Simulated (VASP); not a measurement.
Input of a VASP 6.6.1 run:

Contents of INCAR:

```
SYSTEM = KMgF3
  PREC = Accurate
  ENCUT = 520
  EDIFF = 1E-7
  ISMEAR = 0
  SIGMA = 0.05
  LREAL = .False.
  LASPH = .True.
  NELM = 100
  ALGO = Normal
  ISIF = 2
  LWAVE = .False.
  LCHARG = .True.
  GGA = PS
  LELF = .True.
  LVHAR = .True.
  NBANDS = 24
```

File KPOINTS:

```
Automatic mesh
0
Gamma
  6 6 6
  0 0 0
```

POSCAR

```
KMgF3
1.0
    4.0956994065     -0.6301076010     -0.6301076010
   -0.6301076010      4.0956994065     -0.6301076010
   -0.6301076010     -0.6301076010      4.0956994065
K Mg F
1 1 3
Direct
    0.5000000000      0.5000000000      0.5000000000
    0.0000000000      0.0000000000      0.0000000000
    0.5000000000      0.0000000000      0.0000000000
    0.0000000000      0.5000000000      0.0000000000
    0.0000000000      0.0000000000      0.5000000000
```

Potentials or basis: VASP PAW PBE potentials, release 64 (K_sv, Mg, F).

Command:

```sh
$ cat potpaw_PBE.64/K_sv/POTCAR potpaw_PBE.64/Mg/POTCAR potpaw_PBE.64/F/POTCAR > POTCAR
$ mpirun -np 1 vasp_std > vasp.out
```

(1) Predict the band gap on the k mesh.

(2) What does it give for the pressure?

Results:

(1) 5.24 eV, indirect (least direct gap 5.25 eV).

(2) 3.6 GPa.

Caveat: the PAW data sets were made with another functional, which shifts forces and pressure a little.
